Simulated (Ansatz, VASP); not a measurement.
Two plane-wave programs on InAs

The input INCAR:

```
PREC = Accurate
ENCUT = 500
EDIFF = 1E-6
ISMEAR = 0
SIGMA = 0.1
LREAL = F
LASPH = T
NELM = 120
ALGO = Normal
ISIF = 2
LWAVE = F
LCHARG = F
GGA = PS
NBANDS = 16
GGA_COMPAT = F
```

File KPOINTS:

```
regular mesh
0
Gamma
  12 12 12
```

POSCAR

```
InAs
1.0
    0.0000000000      2.8515233562      2.8515233562
    2.8515233562      0.0000000000      2.8515233562
    2.8515233562      2.8515233562      0.0000000000
In As
1 1
Direct
    0.5000000000      0.5000000000      0.5000000000
    0.0000000000      0.0000000000      0.0000000000
```

Input for Ansatz:

```yaml
crystal:
  lattice:
    - [0.0, 2.8515233562, 2.8515233562]
    - [2.8515233562, 0.0, 2.8515233562]
    - [2.8515233562, 2.8515233562, 0.0]
  atoms:
    - { symbol: In, position: [0.5, 0.5, 0.5] }
    - { symbol: As, position: [0.0, 0.0, 0.0] }
basis:
  ecutwfc: 420
kpoints:
  mp_grid: { grid: [12, 12, 12] }
hamiltonian:
  xc: pbesol
scf:
  occupations: { method: gaussian, width: 0.1 }
output:
  forces: true
  stress: true
  eigenvalues: true
```

Alike in both runs: task single point; functional PBEsol; k mesh 12 × 12 × 12; occupations gaussian, width 0.1 eV; no spin polarisation.

|  | VASP | Ansatz |
| --- | --- | --- |
| version | VASP 6.6.1 | Ansatz 0.2.0 |
| potentials or method | VASP PAW PBE potentials, release 64 (In_d, As), cutoff 500 eV | scalar-relativistic, plane waves, PAW |
| valence electrons in the cell | 18 | 28 |

|  | VASP | Ansatz | Ansatz less VASP |
| --- | --- | --- | --- |
| gap on the k mesh at the Fermi level (eV) | none | none | - |
| pressure (GPa) | -1.7 | -1.8 | -0.11 |

VASP's potentials were made for PBE, not for PBEsol. A gap of «none» marks a metal or a gap that the smearing closes. With one functional, cell and mesh, what is left measures potentials, basis and numerics. VASP's potentials hold 18 valence electrons a cell and Ansatz's 28, so a difference there can come from the potentials and not from the codes.
